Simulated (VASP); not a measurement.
Wanted: the native input for a VASP 6.6.1 run.

```
Task                   : single point
Functional             : PBE
Potentials or basis    : VASP PAW PBE potentials, release 64 (Sc_sv, Mo_sv)
Cutoff                 : 520 eV
k mesh                 : 6 × 6 × 4
Occupations            : gaussian, width 0.1 eV
Spin                   : no spin polarisation
Dipole correction      : no
Further INCAR settings : ALGO = Normal; EDIFF = 1e-06; NBANDS = 37
```

The structure of Sc4Mo lies in POSCAR:

```
Sc4Mo
1.0
    4.9112951100      0.0000000000      0.0000000000
   -2.4556475600      4.2533063300      0.0000000000
    0.0000000000      0.0000000000      5.3462781500
Sc Mo
4 1
Direct
    0.3333333300      0.6666666700      0.5000000000
    0.6666666700      0.3333333300      0.5000000000
    0.3333333300      0.6666666700      0.0000000000
    0.6666666700      0.3333333300      0.0000000000
    0.0000000000      0.0000000000      0.5000000000
```

The cell was built from a structure type or drawn by symmetry, and may not be a known phase.

One way to write it, as run:

INCAR

```
SYSTEM = Sc4Mo
  PREC = Accurate
  ENCUT = 520
  EDIFF = 1E-6
  ISMEAR = 0
  SIGMA = 0.1
  LREAL = .False.
  LASPH = .True.
  NELM = 100
  ALGO = Normal
  ISIF = 2
  LWAVE = .False.
  LCHARG = .True.
  GGA = PE
  LELF = .True.
  LVHAR = .True.
  NBANDS = 37
```

KPOINTS

```
regular mesh
0
Gamma
  6 6 4
  0 0 0
```

Potentials or basis: VASP PAW PBE potentials, release 64 (Sc_sv, Mo_sv).

Launch:

```sh
$ cat potpaw_PBE.64/Sc_sv/POTCAR potpaw_PBE.64/Mo_sv/POTCAR > POTCAR
$ mpirun -np 1 vasp_std > vasp.out
```

Results of the run:

```json
{"Pressure": "3.4 GPa", "Band gap on the k mesh": "zero (bands 29 and 30 overlap by 0.25 eV)"}
```

Caveat: the cell stands under pressure.

Wall time 78 s on 1 thread of Intel(R) Xeon(R) 6975P-C (Granite Rapids) (shared host), peak memory 0.27 GiB.
